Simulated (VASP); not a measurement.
# FeS2 (Pnnm) in VASP: relaxation of the atoms with PBEsol

Aim: the relaxation of the atoms of FeS2 with PBEsol.

Everything below comes from runs of VASP 6.6.1. Logs are shortened: lines on timing, memory, paths and dates and some standing lists are left out, and cuts for length are marked.

### 1 The cell of the first run

The structure is orthorhombic, space group Pnnm (No. 58). The conventional cell has a = 4.367 Å, b = 5.333 Å, c = 3.378 Å, α = 90.00°, β = 90.00°, γ = 90.00°. Within 2.9 Å of Fe (site symmetry 2/m) lie 6 S at 2.19 to 2.22 Å. Within 2.9 Å of S (site symmetry m) lie 3 Fe at 2.19 to 2.22 Å and 2 S at 2.25 to 2.89 Å.

### 2 Relaxation of the atoms, PBEsol (strain along c alone, the other axes held: +1.0 %)

File INCAR:

```
SYSTEM = FeS2
ALGO = Normal ; EDIFF = 1E-7
EDIFFG = -0.008 ; ENCUT = 520
GGA = PS ; GGA_COMPAT = .False.
IBRION = 2 ; ISIF = 2
ISMEAR = 0 ; KPAR = 4
LASPH = .True. ; LCHARG = .False.
LREAL = .False. ; LWAVE = .False.
NELM = 120 ; NELMIN = 4
NSW = 60 ; PREC = Accurate
SIGMA = 0.02
```

File KPOINTS:

```
k-points
0
Gamma
  6 6 8
  0 0 0
```

File POSCAR:

```
FeS2
1.0
    4.3674117449      0.0000000000      0.0000000000
    0.0000000000      5.3331402397      0.0000000000
    0.0000000000      0.0000000000      3.3778644559
Fe S
2 4
Direct
    0.5000000000      0.5000000000      0.5000000000
    0.0000000000      0.0000000000      0.0000000000
    0.2928643982      0.8744129759      0.5000000000
    0.7071356018      0.1255870241      0.5000000000
    0.2071356018      0.3744129759      0.0000000000
    0.7928643982      0.6255870241      0.0000000000
```

Potentials or basis: VASP PAW PBE potentials, release 64 (Fe, S).

Command:

```bash
$ cat potpaw_PBE.64/Fe/POTCAR potpaw_PBE.64/S/POTCAR > POTCAR
$ mpirun -np 4 vasp_std > vasp.out
```

OUTCAR:

```text
SYSTEM = FeS2
   EDIFF = 1E-7
   EDIFFG = -0.008
   ENCUT = 520
   GGA = PS
   IBRION = 2
   ISIF = 2
   ISMEAR = 0
   LASPH = .True.
   LREAL = .False.
   NELM = 120
   NELMIN = 4
   NSW = 60
   PREC = Accurate

 ion  position               nearest neighbor table
   1  0.500  0.500  0.500-   3 2.19   4 2.19   5 2.22   6 2.22   5 2.22   6 2.22
   2  0.000  0.000  0.000-   5 2.19   6 2.19   3 2.22   4 2.22   3 2.22   4 2.22
   3  0.293  0.874  0.500-   1 2.19   2 2.22   2 2.22   4 2.25
   4  0.707  0.126  0.500-   1 2.19   2 2.22   2 2.22   3 2.25
   5  0.207  0.374  0.000-   2 2.19   1 2.22   1 2.22   6 2.25
   6  0.793  0.626  0.000-   2 2.19   1 2.22   1 2.22   5 2.25

  LATTYP: Found a simple orthorhombic cell.
 ALAT       =     3.3778644559
 B/A-ratio  =     1.2929505615
 C/A-ratio  =     1.5788496872

  Lattice vectors:

 A1 = (   0.0000000000,   0.0000000000,   3.3778644559)
 A2 = (   4.3674117449,   0.0000000000,   0.0000000000)
 A3 = (   0.0000000000,   5.3331402397,   0.0000000000)

Analysis of symmetry for initial positions (statically):
=====================================================================
 Subroutine PRICEL returns:
 Original cell was already a primitive cell.

 Routine SETGRP: Setting up the symmetry group for a
 simple orthorhombic supercell.

 Subroutine GETGRP returns: Found  8 space group operations
 (whereof  4 operations were pure point group operations)
 out of a pool of  8 trial point group operations.

The static configuration has the point symmetry C_2h.
 The point group associated with its full space group is D_2h.

Analysis of symmetry for dynamics (positions and initial velocities):
=====================================================================
 Subroutine PRICEL returns:
 Original cell was already a primitive cell.

 Routine SETGRP: Setting up the symmetry group for a
 simple orthorhombic supercell.

 Subroutine GETGRP returns: Found  8 space group operations
 (whereof  4 operations were pure point group operations)
 out of a pool of  8 trial point group operations.

The dynamic configuration has the point symmetry C_2h.
 The point group associated with its full space group is D_2h.

 Subroutine INISYM returns: Found  8 space group operations
 (whereof  4 operations are pure point group operations),
 and found     1 'primitive' translations

----------------------------------------------------------------------------------------

                                     Primitive cell

  volume of cell :      78.6773

  direct lattice vectors                    reciprocal lattice vectors
     4.367411745  0.000000000  0.000000000     0.228968565  0.000000000  0.000000000
     0.000000000  5.333140240  0.000000000     0.000000000  0.187506789  0.000000000
     0.000000000  0.000000000  3.377864456     0.000000000  0.000000000  0.296045035

  length of vectors
     4.367411745  5.333140240  3.377864456     0.228968565  0.187506789  0.296045035

  position of ions in fractional coordinates (direct lattice)
     0.500000000  0.500000000  0.500000000
     0.000000000  0.000000000  0.000000000
     0.292864398  0.874412976  0.500000000
     0.707135602  0.125587024  0.500000000
     0.207135602  0.374412976  0.000000000
     0.792864398  0.625587024  0.000000000

  ion indices of the primitive-cell ions
   primitive index   ion index
                 1           1
                 2           2
                 3           3
                 4           4
                 5           5
                 6           6

----------------------------------------------------------------------------------------

 KPOINTS: k-points

Automatic generation of k-mesh.
 Grid dimensions read from file:
 generate k-points for:    6    6    8

 Generating k-lattice:

  Cartesian coordinates                     Fractional coordinates (reciprocal lattice)
     0.038161428  0.000000000  0.000000000     0.166666667  0.000000000  0.000000000
     0.000000000  0.031251131  0.000000000     0.000000000  0.166666667  0.000000000
     0.000000000  0.000000000  0.037005629     0.000000000  0.000000000  0.125000000

  Length of vectors
     0.038161428  0.031251131  0.037005629

  Shift w.r.t. Gamma in fractional coordinates (k-lattice)
     0.000000000  0.000000000  0.000000000

 Subroutine IBZKPT returns following result:
 ===========================================

 Found     80 irreducible k-points:

 Following reciprocal coordinates:
            Coordinates               Weight
  0.000000  0.000000  0.000000      1.000000
  0.166667  0.000000  0.000000      2.000000
  0.333333  0.000000  0.000000      2.000000
  0.500000  0.000000  0.000000      1.000000
  0.000000  0.166667  0.000000      2.000000
  0.166667  0.166667  0.000000      4.000000
[... 16 lines left out ...]
  0.333333  0.166667  0.125000      8.000000
  0.500000  0.166667  0.125000      4.000000
 [... further k-points ...]
   k-points           NKPTS =     80   k-points in BZ     NKDIM =     80   number of bands    NBANDS=     24
   number of dos      NEDOS =    301   number of ions     NIONS =      6
   total plane-waves  NPLWV =  35840
   dimension x,y,z NGX =    32 NGY =   40 NGZ =   28
   dimension x,y,z NGXF=    64 NGYF=   80 NGZF=   56
   ions per type =               2   4
   NGX,Y,Z   is equivalent  to a cutoff of  12.18, 12.47, 13.78 a.u.
   NGXF,Y,Z  is equivalent  to a cutoff of  24.36, 24.94, 27.56 a.u.
 SYSTEM =  FeS2
   PREC   = accura    normal or accurate (medium, high low for compatibility)
   ISTART =      0    job   : 0-new  1-cont  2-samecut
   ICHARG =      2    charge: 1-file 2-atom 10-const
   ISPIN  =      1    spin polarized calculation?
   LNONCOLLINEAR =      F non collinear calculations
   LSORBIT =      F    spin-orbit coupling
   LASPH  =      T    aspherical Exc in radial PAW
   ENCUT  =  520.0 eV  38.22 Ry    6.18 a.u.   8.12  9.92  6.28*2*pi/ulx,y,z
   NELM   =    120;   NELMIN=  4; NELMDL= -5     # of ELM steps
   EDIFF  = 0.1E-06   stopping-criterion for ELM
   LREAL  =      F    real-space projection
   EDIFFG = -.8E-02   stopping-criterion for IOM
   NSW    =     60    number of steps for IOM
   IBRION =      2    ionic relax: 0-MD 1-quasi-New 2-CG
   NFREE  =      1    steps in history (QN), initial steepest desc. (CG)
   ISIF   =      2    stress and relaxation
   ISYM   =      2    0-nonsym 1-usesym 2-fastsym
   POTIM  = 0.5000    time-step for ionic-motion
   TEBEG  =    0.0;   TEEND  =   0.0 temperature during run
   PSTRESS=    0.0 pullay stress
   NELECT =      40.0000    total number of electrons
   NUPDOWN=      -1.0000    fix difference up-down
   EMIN   =  10.00;   EMAX   =-10.00  energy-range for DOS
   EFERMI =   0.00;   METHOD = LEGACY
   ISMEAR =     0;   SIGMA  =   0.02  broadening in eV -4-tet -1-fermi 0-gaus
   EFERMI_NEDOS =   21; number of points for ismear=-14 and -15
   IALGO  =     38    algorithm
   IMIX   =      4    mixing-type and parameters
     AMIX     =   0.40;   BMIX     =  1.00
     AMIX_MAG =   1.60;   BMIX_MAG =  1.00
  volume/ion in A,a.u.               =      13.11        88.49
  Fermi-wavevector in a.u.,A,eV,Ry     =   1.306607  2.469130 23.228170  1.707222
  Thomas-Fermi vector in A             =   2.437398
   LORBIT       =      0    0 simple, 1 ext, 2 COOP (PROOUT), +10 PAW based schemes
   GGA     = PS    functional components
   LHFCALC =     F    Hartree Fock is set to
   AEXX    =    0.0000 exact exchange contribution
   IVDW    =     0    specifies the selected vdW correction
   LEPSILON=     F    determine dielectric tensor
   LRPA    =     F    only Hartree local field effects (RPA)
 conjugate gradient relaxation of ions
 non-spin polarized calculation
 Gauss-broadening in eV      SIGMA  =   0.02
  energy-cutoff  :      520.00
  volume of cell :       78.68
 maximum number of plane-waves:      2138
   NGX = 17   NGY = 19   NGZ = 13

--------------------------------------- Ionic step        1  -------------------------------------------

 number of electron      39.9999990 magnetization

 Free energy of the ion-electron system (eV)
  ---------------------------------------------------
  ext. energy  EPLUGINS =         0.00000000
  ---------------------------------------------------
  free energy    TOTEN  =       -39.55816867 eV

  energy without entropy =      -39.55816867  energy(sigma->0) =      -39.55816867

------------------------ aborting loop because EDIFF is reached ----------------------------------------

  FORCE on cell =-STRESS in cart. coord.  units (eV):
  Direction    XX          YY          ZZ          XY          YZ          ZX
  --------------------------------------------------------------------------------------
  -------------------------------------------------------------------------------------
  Total       -0.4181063      0.0544682     -1.4714970     -0.0000000      0.0000000      0.0000000
  in kB       -8.5142808      1.1091848    -29.9654365     -0.0000000      0.0000000      0.0000000
  external PRESSURE =     -12.4568442 kB  Pullay stress =       0.0000000 kB

 VOLUME and BASIS-vectors are now :
 -----------------------------------------------------------------------------
  energy-cutoff  :      520.00
  volume of cell :       78.68
      direct lattice vectors                 reciprocal lattice vectors
     4.367411745  0.000000000  0.000000000     0.228968565  0.000000000  0.000000000
     0.000000000  5.333140240  0.000000000     0.000000000  0.187506789  0.000000000
     0.000000000  0.000000000  3.377864456     0.000000000  0.000000000  0.296045035

 POSITION                                       TOTAL-FORCE (eV/Angst)
 -----------------------------------------------------------------------------------
      2.18371      2.66657      1.68893         0.000000      0.000000      0.000000
      0.00000      0.00000      0.00000         0.000000      0.000000      0.000000
      1.27906      4.66337      1.68893        -0.020406      0.044972      0.000000
      3.08835      0.66977      1.68893         0.020406     -0.044972      0.000000
      0.90465      1.99680      0.00000         0.020406      0.044972      0.000000
      3.46277      3.33634      0.00000        -0.020406     -0.044972      0.000000
 -----------------------------------------------------------------------------------
    total drift:                                0.000000     -0.000000     -0.000000

  FREE ENERGIE OF THE ION-ELECTRON SYSTEM (eV)
  ---------------------------------------------------
  free  energy   TOTEN  =       -39.5581686707 eV

  energy  without entropy=      -39.5581686707  energy(sigma->0) =      -39.55816867

--------------------------------------- Ionic step        2  -------------------------------------------

 number of electron      39.9999991 magnetization

 Free energy of the ion-electron system (eV)
  ---------------------------------------------------
  ext. energy  EPLUGINS =         0.00000000
  ---------------------------------------------------
  free energy    TOTEN  =       -39.55843525 eV

  energy without entropy =      -39.55843525  energy(sigma->0) =      -39.55843525

 E-fermi :   8.1695     XC(G=0): -12.0534

 val. band max:        8.0613113070   @ k =   0.1667   0.0000   0.2500
 cond. band min:       8.9899565757   @ k =   0.0000   0.5000   0.5000
 fundamental gap:      0.9286452687
 Fermi energy:         8.1694918345

 k-point     1 :       0.0000    0.0000    0.0000
  band No.  band energies     occupation
      1      -8.8877      2.00000
      2      -6.3243      2.00000
      3      -4.4973      2.00000
      4      -3.6592      2.00000
      5       0.2113      2.00000
      6       1.7964      2.00000
[... 637 lines left out ...]
     23      10.3571      0.00000
     24      10.3571      0.00000

 [... further k-points ...]

------------------------ aborting loop because EDIFF is reached ----------------------------------------

  FORCE on cell =-STRESS in cart. coord.  units (eV):
  Direction    XX          YY          ZZ          XY          YZ          ZX
  --------------------------------------------------------------------------------------
  -------------------------------------------------------------------------------------
  Total       -0.4100124      0.0099105     -1.4324735      0.0000000      0.0000000      0.0000000
  in kB       -8.3494567      0.2018166    -29.1707648      0.0000000      0.0000000      0.0000000
  external PRESSURE =     -12.4394683 kB  Pullay stress =       0.0000000 kB

 VOLUME and BASIS-vectors are now :
 -----------------------------------------------------------------------------
  energy-cutoff  :      520.00
  volume of cell :       78.68
      direct lattice vectors                 reciprocal lattice vectors
     4.367411745  0.000000000  0.000000000     0.228968565  0.000000000  0.000000000
     0.000000000  5.333140240  0.000000000     0.000000000  0.187506789  0.000000000
     0.000000000  0.000000000  3.377864456     0.000000000  0.000000000  0.296045035

 POSITION                                       TOTAL-FORCE (eV/Angst)
 -----------------------------------------------------------------------------------
      2.18371      2.66657      1.68893         0.000000     -0.000000      0.000000
      0.00000      0.00000      0.00000         0.000000     -0.000000      0.000000
      1.27807      4.66554      1.68893         0.001511      0.007712     -0.000000
      3.08934      0.66760      1.68893        -0.001511     -0.007712      0.000000
      0.90563      1.99897      0.00000        -0.001511      0.007712      0.000000
      3.46178      3.33417      0.00000         0.001511     -0.007712      0.000000
 -----------------------------------------------------------------------------------
    total drift:                               -0.000000      0.000000     -0.000000

  FREE ENERGIE OF THE ION-ELECTRON SYSTEM (eV)
  ---------------------------------------------------
  free  energy   TOTEN  =       -39.5584352545 eV

  energy  without entropy=      -39.5584352545  energy(sigma->0) =      -39.55843525

 reached required accuracy - stopping structural energy minimisation
```

Run time: 52 s. Hardware: 4 MPI ranks of AMD EPYC 7R13 (Zen 3), shared host; peak memory 0.25 GiB.

What came out:

| Property | Result |
| --- | --- |
| Free energy | -39.5584 eV |
| Energy gained by relaxing | 0.0 meV/atom |
| Ionic steps | 2 |
| Pressure after relaxing | -1.2 GPa |
| Largest force after relaxing | 0.008 eV/Å |
| Band gap on the k mesh | 0.93 eV (least direct gap 1.26 eV) |

Forces on the atoms (eV/Å):
```
Fe   0.000  0.000  0.000
Fe   0.000  0.000  0.000
S    0.002  0.008  0.000
S   -0.002 -0.008  0.000
S   -0.002  0.008  0.000
S    0.002 -0.008  0.000
```

Step by step:
| step | energy change (eV) | largest force (eV/Å) | pressure (GPa) |
| --- | --- | --- | --- |
| 1 | 0.0000 | 0.0494 | -1.25 |
| 2 | -0.0003 | 0.0079 | -1.24 |

Final structure:
```cif
data_structure
_symmetry_space_group_name_H-M 'P 1'
_symmetry_Int_Tables_number 1
_cell_length_a 4.3674
_cell_length_b 5.3331
_cell_length_c 3.3779
_cell_angle_alpha 90.000
_cell_angle_beta 90.000
_cell_angle_gamma 90.000
_cell_volume 78.68
loop_
_atom_site_label
_atom_site_type_symbol
_atom_site_fract_x
_atom_site_fract_y
_atom_site_fract_z
_atom_site_occupancy
Fe1 Fe 0.50000 0.50000 0.50000 1
Fe2 Fe 0.00000 0.00000 0.00000 1
S1 S 0.29264 0.87482 0.50000 1
S2 S 0.70736 0.12518 0.50000 1
S3 S 0.20736 0.37482 0.00000 1
S4 S 0.79264 0.62518 0.00000 1
```

Levels at points of the mesh, in eV from the valence-band top:
```
           k point  band 17  band 18  band 19  band 20  band 21  band 22  band 23  band 24
(0.00, 0.00, 0.00)    -0.97    -0.81    -0.79    -0.46     1.12     1.51     2.87     3.23
(0.50, 0.00, 0.00)    -0.65    -0.65    -0.13    -0.13     1.91     1.91     1.94     1.94
(0.00, 0.50, 0.00)    -0.81    -0.81    -0.34    -0.34     1.14     1.14     2.63     2.63
(0.50, 0.50, 0.00)    -1.16    -1.16    -0.99    -0.99     1.52     1.52     2.11     2.11
(0.00, 0.00, 0.50)    -0.91    -0.91    -0.48    -0.48     1.56     1.56     1.84     1.84
(0.50, 0.00, 0.50)    -0.76    -0.76    -0.37    -0.37     1.57     1.57     2.00     2.00
(0.00, 0.50, 0.50)    -1.52    -1.52    -0.43    -0.43     0.93     0.93     2.36     2.36
(0.50, 0.50, 0.50)    -0.61    -0.61    -0.41    -0.41     1.68     1.68     2.23     2.23
```

Caveat: the cell differs from its parent crystal (strain along c alone, the other axes held: +1.0 %); the PAW data sets were made with another functional, which shifts forces and pressure a little. A k mesh can miss the band edges.
